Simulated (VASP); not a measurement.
# AlN (P6_3mc) in VASP: settings compared

Aim: see how the results for AlN move with the level of theory and the settings. Levels: PBE, PBEsol. Tasks: single point.

Program: VASP 6.6.1. These are calculated values, not measurements. Logs are shortened: lines on timing, memory, paths and dates and some standing lists are left out, and cuts for length are marked.

### Step 1. The cell of the first run

Symmetry: P6_3mc, No. 186, hexagonal system. Conventional cell: a = 3.107 Å, b = 3.107 Å, c = 4.979 Å, α = 90.00°, β = 90.00°, γ = 120.00°. Al (site symmetry 3m) has 4 N at 1.89 to 1.90 Å within 2.5 Å. N (site symmetry 3m) has 4 Al at 1.89 to 1.90 Å within 2.5 Å.

### Step 2. Single point, PBE

INCAR reads:

```
PREC = Accurate
ENCUT = 600
EDIFF = 1E-6
ISMEAR = 0
SIGMA = 0.01
LREAL = F
LASPH = T
NELM = 120
ALGO = Normal
ISIF = 2
LWAVE = F
LCHARG = T
GGA = PE
LELF = T
LVHAR = T
NBANDS = 16
GGA_COMPAT = F
```

KPOINTS reads:

```
Automatic mesh
0
Gamma
  6 6 4
```

POSCAR reads:

```
AlN
1.0
    3.1066937622      0.0000000000      0.0000000000
   -1.5533468811      2.6904757198      0.0000000000
    0.0000000000      0.0000000000      4.9785915530
Al N
2 2
Direct
    0.3333333333      0.6666666667     -0.0032954729
    0.6666666667      0.3333333333      0.4967045271
    0.3333333333      0.6666666667      0.3782954729
    0.6666666667      0.3333333333      0.8782954729
```

Potentials or basis: VASP PAW PBE potentials, release 64 (Al, N).

The run is started by

```
cat potpaw_PBE.64/Al/POTCAR potpaw_PBE.64/N/POTCAR > POTCAR
mpirun -np 1 vasp_std > vasp.out
```

OUTCAR:

```text
PREC = Accurate
   ENCUT = 600
   EDIFF = 1E-6
   ISMEAR = 0
   LREAL = F
   LASPH = T
   NELM = 120
   ISIF = 2
   GGA = PE

 ion  position               nearest neighbor table
   1  0.333  0.667  0.997-   4 1.89   4 1.89   4 1.89   3 1.90   2 3.07   2 3.07   2 3.07   2 3.07
                             2 3.07   2 3.07
   2  0.667  0.333  0.497-   3 1.89   3 1.89   3 1.89   4 1.90   1 3.07   1 3.07   1 3.07   1 3.07
                             1 3.07   1 3.07
   3  0.333  0.667  0.378-   2 1.89   2 1.89   2 1.89   1 1.90
   4  0.667  0.333  0.878-   1 1.89   1 1.89   1 1.89   2 1.90

  LATTYP: Found a hexagonal cell.
 ALAT       =     3.1066937622
 C/A-ratio  =     1.6025369522

  Lattice vectors:

 A1 = (   3.1066937622,   0.0000000000,   0.0000000000)
 A2 = (  -1.5533468811,   2.6904757198,   0.0000000000)
 A3 = (   0.0000000000,   0.0000000000,   4.9785915530)

Analysis of symmetry for initial positions (statically):
=====================================================================
 Subroutine PRICEL returns:
 Original cell was already a primitive cell.

 Routine SETGRP: Setting up the symmetry group for a
 hexagonal supercell.

 Subroutine GETGRP returns: Found 12 space group operations
 (whereof  6 operations were pure point group operations)
 out of a pool of 24 trial point group operations.

The static configuration has the point symmetry C_3v.
 The point group associated with its full space group is C_6v.

Analysis of symmetry for dynamics (positions and initial velocities):
=====================================================================
 Subroutine PRICEL returns:
 Original cell was already a primitive cell.

 Routine SETGRP: Setting up the symmetry group for a
 hexagonal supercell.

 Subroutine GETGRP returns: Found 12 space group operations
 (whereof  6 operations were pure point group operations)
 out of a pool of 24 trial point group operations.

The dynamic configuration has the point symmetry C_3v.
 The point group associated with its full space group is C_6v.

 Subroutine INISYM returns: Found 12 space group operations
 (whereof  6 operations are pure point group operations),
 and found     1 'primitive' translations

----------------------------------------------------------------------------------------

                                     Primitive cell

  volume of cell :      41.6135

  direct lattice vectors                    reciprocal lattice vectors
     3.106693762  0.000000000  0.000000000     0.321885605  0.185840740  0.000000000
    -1.553346881  2.690475720  0.000000000     0.000000000  0.371681481  0.000000000
     0.000000000  0.000000000  4.978591553     0.000000000  0.000000000  0.200860020

  length of vectors
     3.106693762  3.106693762  4.978591553     0.371681481  0.371681481  0.200860020

  position of ions in fractional coordinates (direct lattice)
     0.333333333  0.666666667  0.996704527
     0.666666667  0.333333333  0.496704527
     0.333333333  0.666666667  0.378295473
     0.666666667  0.333333333  0.878295473

  ion indices of the primitive-cell ions
   primitive index   ion index
                 1           1
                 2           2
                 3           3
                 4           4

----------------------------------------------------------------------------------------

 KPOINTS: Automatic mesh

Automatic generation of k-mesh.
 Grid dimensions read from file:
 generate k-points for:    6    6    4

 Generating k-lattice:

  Cartesian coordinates                     Fractional coordinates (reciprocal lattice)
     0.053647601  0.030973457  0.000000000     0.166666667  0.000000000  0.000000000
     0.000000000  0.061946913  0.000000000     0.000000000  0.166666667  0.000000000
     0.000000000  0.000000000  0.050215005     0.000000000  0.000000000  0.250000000

  Length of vectors
     0.061946913  0.061946913  0.050215005

  Shift w.r.t. Gamma in fractional coordinates (k-lattice)
     0.000000000  0.000000000  0.000000000

 Subroutine IBZKPT returns following result:
 ===========================================

 Found     21 irreducible k-points:

 Following reciprocal coordinates:
            Coordinates               Weight
  0.000000  0.000000  0.000000      1.000000
  0.166667  0.000000  0.000000      6.000000
  0.333333  0.000000  0.000000      6.000000
  0.500000  0.000000  0.000000      3.000000
  0.166667  0.166667  0.000000      6.000000
  0.333333  0.166667  0.000000     12.000000
[... 13 lines left out ...]
  0.333333  0.166667  0.500000     12.000000
  0.333333  0.333333  0.500000      2.000000
   k-points           NKPTS =     21   k-points in BZ     NKDIM =     21   number of bands    NBANDS=     16
   number of dos      NEDOS =    301   number of ions     NIONS =      4
   total plane-waves  NPLWV =  31360
   dimension x,y,z NGX =    28 NGY =   28 NGZ =   40
   dimension x,y,z NGXF=    56 NGYF=   56 NGZF=   80
   ions per type =               2   2
   NGX,Y,Z   is equivalent  to a cutoff of  14.98, 14.98, 13.36 a.u.
   NGXF,Y,Z  is equivalent  to a cutoff of  29.97, 29.97, 26.71 a.u.
 SYSTEM =  unknown system
   PREC   = accura    normal or accurate (medium, high low for compatibility)
   ISTART =      0    job   : 0-new  1-cont  2-samecut
   ICHARG =      2    charge: 1-file 2-atom 10-const
   ISPIN  =      1    spin polarized calculation?
   LNONCOLLINEAR =      F non collinear calculations
   LSORBIT =      F    spin-orbit coupling
   LASPH  =      T    aspherical Exc in radial PAW
   ENCUT  =  600.0 eV  44.10 Ry    6.64 a.u.   6.20  6.20  9.94*2*pi/ulx,y,z
   NELM   =    120;   NELMIN=  2; NELMDL= -5     # of ELM steps
   EDIFF  = 0.1E-05   stopping-criterion for ELM
   LREAL  =      F    real-space projection
   EDIFFG = 0.1E-04   stopping-criterion for IOM
   NSW    =      0    number of steps for IOM
   IBRION =     -1    ionic relax: 0-MD 1-quasi-New 2-CG
   NFREE  =      0    steps in history (QN), initial steepest desc. (CG)
   ISIF   =      2    stress and relaxation
   ISYM   =      2    0-nonsym 1-usesym 2-fastsym
   POTIM  = 0.5000    time-step for ionic-motion
   TEBEG  =    0.0;   TEEND  =   0.0 temperature during run
   PSTRESS=    0.0 pullay stress
   NELECT =      16.0000    total number of electrons
   NUPDOWN=      -1.0000    fix difference up-down
   EMIN   =  10.00;   EMAX   =-10.00  energy-range for DOS
   EFERMI =   0.00;   METHOD = LEGACY
   ISMEAR =     0;   SIGMA  =   0.01  broadening in eV -4-tet -1-fermi 0-gaus
   EFERMI_NEDOS =   21; number of points for ismear=-14 and -15
   IALGO  =     38    algorithm
   IMIX   =      4    mixing-type and parameters
     AMIX     =   0.40;   BMIX     =  1.00
     AMIX_MAG =   1.60;   BMIX_MAG =  1.00
  volume/ion in A,a.u.               =      10.40        70.21
  Fermi-wavevector in a.u.,A,eV,Ry     =   1.190429  2.249585 19.281103  1.417121
  Thomas-Fermi vector in A             =   2.326514
   LORBIT       =      0    0 simple, 1 ext, 2 COOP (PROOUT), +10 PAW based schemes
   GGA     = PE    functional components
   LHFCALC =     F    Hartree Fock is set to
   AEXX    =    0.0000 exact exchange contribution
   IVDW    =     0    specifies the selected vdW correction
   LEPSILON=     F    determine dielectric tensor
   LRPA    =     F    only Hartree local field effects (RPA)
 non-spin polarized calculation
 Gauss-broadening in eV      SIGMA  =   0.01
  energy-cutoff  :      600.00
  volume of cell :       41.61
 maximum number of plane-waves:      1412
 NGX is ok and might be reduce to    28
   NGX = 13   NGY = 13   NGZ = 19

 number of electron      16.0000001 magnetization

 Free energy of the ion-electron system (eV)
  ---------------------------------------------------
  ext. energy  EPLUGINS =         0.00000000
  ---------------------------------------------------
  free energy    TOTEN  =       -29.76955803 eV

  energy without entropy =      -29.76955803  energy(sigma->0) =      -29.76955803

 E-fermi :   6.2454     XC(G=0): -10.9266

 val. band max:        6.1862915432   @ k =   0.0000   0.0000   0.0000
 cond. band min:      10.4297578428   @ k =   0.0000   0.0000   0.0000
 fundamental gap:      4.2434662996
 Fermi energy:         6.2454452331

 k-point     1 :       0.0000    0.0000    0.0000
  band No.  band energies     occupation
      1      -9.0213      2.00000
      2      -6.8665      2.00000
      3       0.1764      2.00000
      4       5.3269      2.00000
      5       5.3269      2.00000
      6       5.9759      2.00000
[... 8 lines left out ...]
     15      19.3683      0.00000
     16      19.3683      0.00000

 k-point     2 :       0.1667    0.0000    0.0000
  band No.  band energies     occupation
      1      -8.6728      2.00000
      2      -6.6775      2.00000
      3       0.5940      2.00000
      4       3.9055      2.00000
      5       4.6880      2.00000
      6       4.9344      2.00000
[... 8 lines left out ...]
     15      18.5795      0.00000
     16      19.0133      0.00000

 k-point     3 :       0.3333    0.0000    0.0000
  band No.  band energies     occupation
      1      -7.7730      2.00000
      2      -6.3416      2.00000
      3       1.6741      2.00000
      4       1.7507      2.00000
      5       2.8585      2.00000
      6       4.3438      2.00000
[... 8 lines left out ...]
     15      18.3146      0.00000
     16      20.6296      0.00000

 k-point     4 :       0.5000    0.0000    0.0000
  band No.  band energies     occupation
      1      -7.0443      2.00000
      2      -6.3470      2.00000
      3       0.7250      2.00000
      4       2.0118      2.00000
      5       2.8366      2.00000
      6       4.0978      2.00000
[... 8 lines left out ...]
     15      19.0372      0.00000
     16      21.3681      0.00000
[... 267 lines left out ...]
 k-point    19 :       0.1667    0.1667    0.5000
  band No.  band energies     occupation
      1      -7.3173      2.00000
      2      -7.3173      2.00000
      3       1.9695      2.00000
      4       1.9695      2.00000
      5       4.3511      2.00000
      6       4.3511      2.00000
[... 8 lines left out ...]
     15      19.1671      0.00000
     16      19.1671      0.00000

 k-point    20 :       0.3333    0.1667    0.5000
  band No.  band energies     occupation
      1      -6.6901      2.00000
      2      -6.6901      2.00000
      3       1.0218      2.00000
      4       1.0218      2.00000
      5       3.5557      2.00000
      6       3.5557      2.00000
[... 8 lines left out ...]
     15      19.6831      0.00000
     16      19.6831      0.00000

 k-point    21 :       0.3333    0.3333    0.5000
  band No.  band energies     occupation
      1      -6.4633      2.00000
      2      -6.4633      2.00000
      3       1.3445      2.00000
      4       1.3445      2.00000
      5       2.3145      2.00000
      6       2.3145      2.00000
[... 8 lines left out ...]
     15      20.0378      0.00000
     16      20.0378      0.00000

------------------------ aborting loop because EDIFF is reached ----------------------------------------

  FORCE on cell =-STRESS in cart. coord.  units (eV):
  Direction    XX          YY          ZZ          XY          YZ          ZX
  --------------------------------------------------------------------------------------
  -------------------------------------------------------------------------------------
  Total        1.1245541      1.1245541      1.0782157      0.0000000      0.0000000      0.0000000
  in kB       43.2969109     43.2969109     41.5128190      0.0000000      0.0000000      0.0000000
  external PRESSURE =      42.7022136 kB  Pullay stress =       0.0000000 kB

 VOLUME and BASIS-vectors are now :
 -----------------------------------------------------------------------------
  energy-cutoff  :      600.00
  volume of cell :       41.61
      direct lattice vectors                 reciprocal lattice vectors
     3.106693762  0.000000000  0.000000000     0.321885605  0.185840740  0.000000000
    -1.553346881  2.690475720  0.000000000     0.000000000  0.371681481  0.000000000
     0.000000000  0.000000000  4.978591553     0.000000000  0.000000000  0.200860020

 POSITION                                       TOTAL-FORCE (eV/Angst)
 -----------------------------------------------------------------------------------
     -0.00000      1.79365      4.96218        -0.000000      0.000000     -0.010159
      1.55335      0.89683      2.47289         0.000000     -0.000000     -0.010159
     -0.00000      1.79365      1.88338         0.000000     -0.000000      0.010159
      1.55335      0.89683      4.37267        -0.000000      0.000000      0.010159
 -----------------------------------------------------------------------------------
    total drift:                               -0.000000      0.000000     -0.001065

  FREE ENERGIE OF THE ION-ELECTRON SYSTEM (eV)
  ---------------------------------------------------
  free  energy   TOTEN  =       -29.7695580275 eV

  energy  without entropy=      -29.7695580275  energy(sigma->0) =      -29.76955803
```

Wall time 12 s (1 thread of Intel Xeon Platinum 8488C (Sapphire Rapids), shared host); peak memory 0.17 GiB.

Results:

- Free energy: -29.7696 eV
- Pressure: 4.3 GPa
- Largest force: 0.010 eV/Å
- Band gap on the k mesh: 4.24 eV, direct

Forces in eV/Å, atoms in the order of the input:
```
Al   0.000  0.000 -0.010
Al   0.000  0.000 -0.010
N    0.000  0.000  0.010
N    0.000  0.000  0.010
```

Stress tensor (GPa, compression positive):
```
4.33 0.00 0.00
0.00 4.33 0.00
0.00 0.00 4.15
```

(Part 1 of 2 ends here.)
